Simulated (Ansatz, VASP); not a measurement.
**Two plane-wave programs on AlFe**

```
Fe Al
1.0
     2.87067    0.00000    0.00000
     0.00000    2.87067    0.00000
     0.00000    0.00000    2.87067
Fe Al
1 1
Direct
  0.50000 0.50000 0.50000
  0.00000 0.00000 0.00000
```

Alike in both runs: task single point; functional PBE; k mesh 9 × 9 × 9; occupations fermi-dirac, width 0.05 eV; collinear spin.

```csv
,VASP,Ansatz
version,VASP 6.6.1,Ansatz 0.2.0
potentials or method,"VASP PAW PBE potentials, release 64 (Fe, Al)",Ansatz PAW
plane-wave cutoff (eV),520,420
valence electrons in the cell,11,19
```

|  | VASP | Ansatz | Ansatz less VASP |
| --- | --- | --- | --- |
| gap on the k mesh at the Fermi level (eV) | none | none | - |
| pressure (GPa) | 0.5 | 0.6 | +0.04 |
| net moment per atom (μB) | 0.31 | 0.31 | +0.003 |

A gap of «none» marks a metal or a gap that the smearing closes. VASP's potentials hold 11 valence electrons a cell and Ansatz's 19, so a difference there can come from the potentials and not from the codes.
